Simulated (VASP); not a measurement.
A run of VASP 6.6.1 is set up as follows.

INCAR

```
PREC     = Accurate       # precision mode
ENCUT    = 520            # plane-wave cutoff, eV
EDIFF    = 1E-6           # SCF threshold, eV
ISMEAR   = 0              # smearing method
SIGMA    = 0.1            # smearing width, eV
LREAL    = False          # projectors in reciprocal space
LASPH    = True           # aspherical terms in the spheres
NELM     = 100            # most SCF steps
ALGO     = Normal         # electronic algorithm
ISIF     = 2              # what is computed and relaxed
LWAVE    = False          # write WAVECAR
LCHARG   = False          # write CHGCAR
GGA      = PE             # functional
NBANDS   = 18             # bands
```

Contents of KPOINTS:

```
Automatic mesh
0
Gamma
  12 12 6
```

POSCAR

```
Au
1.0
    1.4113099650     -2.5559330250      0.0000000000
    1.4113099650      2.5559330250      0.0000000000
    0.0000000000      0.0000000000      4.8931696100
Au
2
Direct
    0.6653279700      0.3346720300      0.2500000000
    0.3346720300      0.6653279700      0.7500000000
```

Potentials or basis: VASP PAW PBE potentials, release 64 (Au).

Command:

```sh
$ cat potpaw_PBE.64/Au/POTCAR > POTCAR
$ mpirun -np 1 vasp_std > vasp.out
```

(1) What does it give for the band gap on the k mesh?

(2) Estimate the largest force.

(3) Estimate the pressure.

## Answers

(1) zero (band 11 reaches 12.91 eV, above the bottom of band 12 at 6.36 eV).

(2) 0.014 eV/Å.

(3) 2.9 GPa.

Caveat: spin-orbit coupling is left out, which moves the levels of the heavy elements.
